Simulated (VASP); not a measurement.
## BaTiO3: single point with PBEsol

BaTiO3:

```
Ba Ti O
1.0
     4.00600    0.00000    0.00000
     0.00000    4.00600    0.00000
     0.00000    0.00000    4.00600
Ba Ti O
1 1 3
Direct
  0.50000 0.50000 0.50000
  0.00000 0.00000 0.00000
  0.00000 0.00000 0.50000
  0.00000 0.50000 0.00000
  0.50000 0.00000 0.00000
```

| Quantity | Value |
| --- | --- |
| Program | VASP 6.6.1 |
| Task | single point |
| Functional | PBEsol |
| Potentials or basis | VASP PAW PBE potentials, release 64 (Ba_sv, Ti_sv, O_h) |
| Cutoff | 910 eV |
| k mesh | 7 × 7 × 7 |
| Occupations | fermi-dirac, width 0.05 eV |
| Spin | no spin polarisation |
| Dipole correction | no |
| Second run | hard_potentials |
| Further INCAR settings | ALGO = Normal; EDIFF = 1e-06; NBANDS = 28 |

| Quantity | Value |
| --- | --- |
| Pressure | -3.1 GPa |
| Band gap on the k mesh | 1.76 eV, indirect (least direct gap 1.84 eV) |

Levels at points of the mesh, in eV from the valence-band top:
```csv
k point,band 18,band 19,band 20,band 21,band 22,band 23
"(0.00, 0.00, 0.00)",-0.08,-0.08,-0.08,1.76,1.76,1.76
```

Run time: 100 s on 1 thread of Intel(R) Xeon(R) Platinum 8259CL CPU @ 2.50GHz (Skylake/Cascade Lake), with other jobs on the host, peak memory 0.29 GiB.

Caveat: the cutoff is under 1.25 times the usual one of these potentials, so pressure, stress and relaxed cells hold a basis-set (Pulay) error; the PAW data sets were made with another functional, which shifts forces and pressure a little; spin-orbit coupling is left out, which moves the levels of the heavy elements. A k mesh can miss the band edges.
